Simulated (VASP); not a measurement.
A run of VASP 6.6.1 is set up as follows.

INCAR

```
ALGO = Normal
EDIFF = 1E-6
ENCUT = 520
GGA = PE
ISIF = 2
ISMEAR = 0
LASPH = T
LCHARG = F
LREAL = F
LWAVE = F
NBANDS = 19
NELM = 60
PREC = Accurate
SIGMA = 0.1
```

KPOINTS

```
k-points
0
Gamma
  6 6 4
```

POSCAR

```
TiTe2
1.0
    5.3244911554      0.0000000000      0.0000000000
   -2.6622455777      4.6111446028      0.0000000000
    0.0000000000      0.0000000000      3.0860915071
Ti Te
1 2
Direct
    0.0000000000      0.0000000000      0.0000000000
    0.3333333333      0.6666666667      0.5000000000
    0.6666666667      0.3333333333      0.5000000000
```

Potentials or basis: VASP PAW PBE potentials, release 64 (Ti_sv, Te).

Command:

```sh
$ cat potpaw_PBE.64/Ti_sv/POTCAR potpaw_PBE.64/Te/POTCAR > POTCAR
$ mpirun -np 1 vasp_std > vasp.out
```

Question: Estimate the pressure.

Answer: 0.0 GPa.

Question: Predict the band gap on the k mesh.

Answer: Zero (bands 12 and 13 overlap by 1.24 eV).

Stress tensor (GPa, compression positive):
```
-0.13  0.00  0.00
 0.00 -0.13  0.00
 0.00  0.00  0.23
```

Caveat: the k points lie up to 0.51 Å⁻¹ apart, too coarse for converged energies and pressures of a metal; spin-orbit coupling is left out, which moves the levels of the heavy elements.
